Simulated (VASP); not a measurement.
Wanted: the native input for a VASP 6.6.1 run.

```
Task                   : single point
Functional             : PBE
Potentials or basis    : VASP PAW PBE potentials, release 64 (Si, O)
Cutoff                 : 520 eV
k mesh                 : 6 × 6 × 10
Occupations            : gaussian, width 0.05 eV
Spin                   : no spin polarisation
Dipole correction      : no
Further INCAR settings : ALGO = Normal; EDIFF = 1e-06; NBANDS = 25
```

The structure of SiO2 lies in POSCAR:

```
SiO2
1.0
    3.8392806854      0.0000000000      0.0000000000
    0.0000000000      3.8392806854      0.0000000000
    0.0000000000      0.0000000000      2.7504606830
Si O
2 4
Direct
    0.5000000000      0.5000000000      0.5000000000
    0.0000000000      0.0000000000      0.0000000000
    0.6930127928      0.6930127928      0.0000000000
    0.1930127928      0.8069872072      0.5000000000
    0.3069872072      0.3069872072      0.0000000000
    0.8069872072      0.1930127928      0.5000000000
```

The input as run:

INCAR

```
ALGO = Normal ; EDIFF = 1E-6
ENCUT = 520 ; GGA = PE
ISIF = 2 ; ISMEAR = 0
LASPH = True ; LCHARG = True
LELF = True ; LREAL = False
LVHAR = True ; LWAVE = False
NBANDS = 25 ; NELM = 60
PREC = Accurate ; SIGMA = 0.05
```

KPOINTS

```
k-points
0
Gamma
  6 6 10
```

Potentials or basis: VASP PAW PBE potentials, release 64 (Si, O).

Command:

```console
$ cat potpaw_PBE.64/Si/POTCAR potpaw_PBE.64/O/POTCAR > POTCAR
$ mpirun -np 1 vasp_std > vasp.out
```

Results of the run:

```
Pressure               : 70.7 GPa
Largest force          : 1.273 eV/Å
Band gap on the k mesh : 5.64 eV
```

Caveat: the cell stands under pressure; forces of over 1 eV/Å act on the atoms, so gaps and moduli don't describe the material at rest.

Run time: 43 s on 1 thread of Intel(R) Xeon(R) Platinum 8488C (Sapphire Rapids) (shared host), peak memory 0.17 GiB.
